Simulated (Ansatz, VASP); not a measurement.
**CuAu3: VASP beside Ansatz**

```
CELL_PARAMETERS angstrom
3.93689 0.00000 0.00000
0.00000 3.93689 0.00000
0.00000 0.00000 3.93689
ATOMIC_POSITIONS crystal
Cu 0.00000 0.00000 0.00000
Au 0.00000 0.50000 0.50000
Au 0.50000 0.00000 0.50000
Au 0.50000 0.50000 0.00000
```

Alike in both runs: task relaxation of cell and atoms; functional LDA; k mesh 10 × 10 × 10; occupations fermi-dirac, width 0.15 eV; no spin polarisation.

```csv
,VASP,Ansatz
version,VASP 6.6.1,Ansatz 0.2.0
potentials or method,"VASP PAW LDA potentials, release 64 (Cu, Au), cutoff 600 eV","scalar-relativistic, plane waves, PAW"
valence electrons in the cell,44,76
```

```tsv
	VASP	Ansatz	Ansatz less VASP
gap on the k mesh at the Fermi level, each at its own relaxed structure (eV)	none	none	-
relaxed volume (Å³/atom)	15.32	15.27	-0.051
relaxed cell length with the largest relative difference (Å)	3.942	3.938	-0.0044
```

LDA's correlation is that of Perdew and Zunger in VASP and of Perdew and Wang (1992) in Ansatz. A gap of «none» marks a metal or a gap that the smearing closes. VASP's potentials hold 44 valence electrons a cell and Ansatz's 76, so a difference there can come from the potentials and not from the codes.

Neither program's run includes spin-orbit coupling.
